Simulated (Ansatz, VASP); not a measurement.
# NaCl: VASP beside Ansatz

```
Na Cl
1.0
     2.89764    0.00000    0.00000
     0.00000    2.89764    0.00000
     0.00000    0.00000    2.89764
Na Cl
1 1
Direct
  0.00000 0.00000 0.00000
  0.50000 0.50000 0.50000
```

Change from the starting cell: volume scaled by 1.04.

Alike in both runs: task single point; functional PBEsol; k mesh 9 × 9 × 9; occupations fermi-dirac, width 0.03 eV; no spin polarisation.

|  | VASP | Ansatz |
| --- | --- | --- |
| version | VASP 6.6.1 | Ansatz 0.2.0 |
| potentials or method | VASP PAW PBE potentials, release 64 (Na_pv, Cl), cutoff 520 eV | all-electron LAPW, scalar-relativistic |

|  | VASP | Ansatz | Ansatz less VASP |
| --- | --- | --- | --- |
| gap on the k mesh at the Fermi level (eV) | 4.70 | 4.64 | -0.052 |
| pressure (GPa) | 51.0 | 50.5 | -0.53 |

VASP's potentials were made for PBE, not for PBEsol. Both programs put the cell under a high pressure, so it lies far from rest at this level. Ansatz ran all-electron here, and VASP with PAW potentials.
